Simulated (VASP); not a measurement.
Runs of VASP 6.6.1 on V. The structure is that of space group Im-3m (No. 229), or close to it. The cells are those of the table. 

```tsv
task	spin	cell	k mesh	cutoff (eV)	smearing	gap on the mesh (eV)	pressure (GPa)	moment (μB)
single point	collinear, ferromagnetic start	a = 2.500 Å, angles 109.5°, 1 atom	25 × 25 × 25	520	fermi-dirac 0.05 eV	none	(a)	0.00
single point	collinear, ferromagnetic start	a = 2.534 Å, angles 109.5°, 1 atom	25 × 25 × 25	520	fermi-dirac 0.05 eV	none	0.5	0.00
relaxation of cell and atoms	off	relaxed from a = 2.619 Å, angles 109.5°, 1 atom	15 × 15 × 15	500	fermi-dirac 0.1 eV	none	-0.1	-
single point	collinear, ferromagnetic start	a = 2.428 Å, angles 109.5°, 1 atom	25 × 25 × 25	520	fermi-dirac 0.05 eV	none	35.0	0.00
single point	off	a = 2.535 Å, angles 109.5°, 1 atom	25 × 25 × 25	500	fermi-dirac 0.1 eV	none	0.3	-
single point	off	a = 2.535 Å, angles 109.5°, 1 atom	15 × 15 × 15	500	fermi-dirac 0.1 eV	none	0.3	-
single point	collinear, ferromagnetic start	a = 2.465 Å, angles 109.5°, 1 atom	25 × 25 × 25	520	fermi-dirac 0.05 eV	none	21.2	0.00
```

Alike in all rows: level LDA; potentials or basis VASP PAW LDA potentials, release 64 (V_sv).

Problem. Fill in the values left out.

Solution. (a) 9.9.

Caveats: the cell stands under pressure (at least some runs).

A gap of «none» marks levels without a gap at the run's occupations.
